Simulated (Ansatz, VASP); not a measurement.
Two plane-wave programs on SbTePd

Contents of INCAR:

```
ALGO = Normal
EDIFF = 1E-8
ENCUT = 520
GGA = PE
ISIF = 2
ISMEAR = -1
LASPH = T
LCHARG = F
LEFG = T
LREAL = F
LWAVE = F
NBANDS = 54
NELM = 100
PREC = Accurate
SIGMA = 0.05
```

KPOINTS

```
k-points
0
Gamma
  5 5 5
```

File POSCAR:

```
SbTePd
1.0
    6.5362000000      0.0000000000      0.0000000000
    0.0000000000      6.5362000000      0.0000000000
    0.0000000000      0.0000000000      6.5362000000
Sb Te Pd
4 4 4
Direct
    0.6270900000      0.6270900000      0.6270900000
    0.8729100000      0.3729100000      0.1270900000
    0.1270900000      0.8729100000      0.3729100000
    0.3729100000      0.1270900000      0.8729100000
    0.3727800000      0.3727800000      0.3727800000
    0.1272200000      0.6272200000      0.8727800000
    0.8727800000      0.1272200000      0.6272200000
    0.6272200000      0.8727800000      0.1272200000
    0.9980200000      0.9980200000      0.9980200000
    0.5019800000      0.0019800000      0.4980200000
    0.4980200000      0.5019800000      0.0019800000
    0.0019800000      0.4980200000      0.5019800000
```

Input for Ansatz:

```yaml
crystal:
  lattice:
    - [6.5362, 0.0, 0.0]
    - [0.0, 6.5362, 0.0]
    - [0.0, 0.0, 6.5362]
  atoms:
    - { symbol: Sb, position: [0.62709, 0.62709, 0.62709] }
    - { symbol: Sb, position: [0.87291, 0.37291, 0.12709] }
    - { symbol: Sb, position: [0.12709, 0.87291, 0.37291] }
    - { symbol: Sb, position: [0.37291, 0.12709, 0.87291] }
    - { symbol: Te, position: [0.37278, 0.37278, 0.37278] }
    - { symbol: Te, position: [0.12722, 0.62722, 0.87278] }
    - { symbol: Te, position: [0.87278, 0.12722, 0.62722] }
    - { symbol: Te, position: [0.62722, 0.87278, 0.12722] }
    - { symbol: Pd, position: [0.99802, 0.99802, 0.99802] }
    - { symbol: Pd, position: [0.50198, 0.00198, 0.49802] }
    - { symbol: Pd, position: [0.49802, 0.50198, 0.00198] }
    - { symbol: Pd, position: [0.00198, 0.49802, 0.50198] }
kpoints:
  mp_grid: { grid: [5, 5, 5] }
scf:
  occupations: { method: fermi_dirac, width: 0.05 }
hamiltonian:
  xc: pbe
  pseudopotentials: { kind: paw }
output:
  forces: true
  stress: true
  populations: true
  efg:
    quadrupole_moments_barn: { Sb: -0.543, Pd: 0.66 }
    contact_densities: true
```

Alike in both runs: task electric field gradients; functional PBE; k mesh 5 × 5 × 5; occupations fermi-dirac, width 0.05 eV; no spin polarisation.

|  | VASP | Ansatz |
| --- | --- | --- |
| version | VASP 6.6.1 | Ansatz 0.2.0 |
| potentials or method | VASP PAW PBE potentials, release 64 (Sb, Te, Pd) | plane-wave PAW, scalar-relativistic |
| plane-wave cutoff (eV) | 520 | 420 |
| valence electrons in the cell | 84 | 196 |

|  | VASP | Ansatz | Ansatz less VASP |
| --- | --- | --- | --- |
| pressure (GPa) | 4.1 | 4.3 | +0.20 |
| rms of the force components (eV/Å) | 0.157 | 0.154 | -0.0028 |
| size of Vzz on the site where it differs most (V/Å²) | 3.1 | 15.9 | +12.82 |

Atom by atom the forces differ by 0.009 eV/Å (rms over components). VASP's potentials hold 84 valence electrons a cell and Ansatz's 196, so a difference there can come from the potentials and not from the codes.

Neither program's run includes spin-orbit coupling.
